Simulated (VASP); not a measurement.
## SiC: single point with PBE

The system is SiC.

```
CELL_PARAMETERS angstrom
-3.09177 0.00000 0.00000
1.54588 -2.67755 0.00000
-4.25133 2.45451 10.14804
ATOMIC_POSITIONS crystal
Si 0.83611 0.16389 0.90603
Si 0.29446 0.70554 0.40603
Si 0.19030 0.80970 0.15603
Si 0.73195 0.26805 0.65603
C 0.58053 0.41947 0.09397
C 0.12218 0.87782 0.59397
C 0.01802 0.98198 0.34397
C 0.55967 0.44033 0.84397
```

This cell differs from its parent crystal: the part above a cut slid along it.

```yaml
Program: VASP 6.6.1
Task: single point
Functional: PBE
Potentials_or_basis: VASP PAW PBE potentials, release 64 (Si, C)
Cutoff: 520 eV
k_mesh: 10 × 10 × 3
Occupations: gaussian, width 0.05 eV
Spin: no spin polarisation
Dipole_correction: no
Further_INCAR_settings: ALGO = Normal; EDIFF = 1e-06; NBANDS = 26
```

The pressure is -0.4 GPa, the largest force is 1.199 eV/Å and the band gap on the k mesh is 2.13 eV (least direct gap 3.81 eV).

Forces on the atoms (eV/Å):
```
Si   0.950 -0.548  0.256
Si  -0.012  0.007 -0.038
Si  -0.043  0.025  0.061
Si   0.100 -0.058 -0.068
C   -1.022  0.590 -0.217
C    0.007 -0.004  0.028
C   -0.081  0.047  0.049
C    0.100 -0.058 -0.072
```

Stress tensor (GPa, compression positive):
```
-0.62  0.05 -5.51
 0.05 -0.56  3.18
-5.51  3.18  0.08
```

Levels at points of the mesh, in eV from the valence-band top:
```
           k point  band 12  band 13  band 14  band 15  band 16  band 17  band 18  band 19  band 20  band 21
(0.00, 0.00, 0.00)    -0.94    -0.88    -0.43    -0.33     0.00     4.49     5.35     5.52     5.71     6.29
(0.50, 0.00, 0.00)    -3.23    -2.64    -2.44    -1.84    -1.71     2.65     2.81     2.97     3.02     5.80
(0.50, 0.50, 0.00)    -2.72    -2.69    -2.66    -2.05    -1.45     2.40     2.75     3.05     4.09     4.46
```

Wall time 110 s on 1 thread of Intel(R) Xeon(R) Platinum 8259CL CPU @ 2.50GHz (Skylake/Cascade Lake), on a shared host, peak memory 0.29 GiB.

Caveat: the cell differs from its parent crystal (the part above a cut slid along it); forces of over 1 eV/Å act on the atoms, so gaps and moduli don't describe the material at rest. A k mesh can miss the band edges.
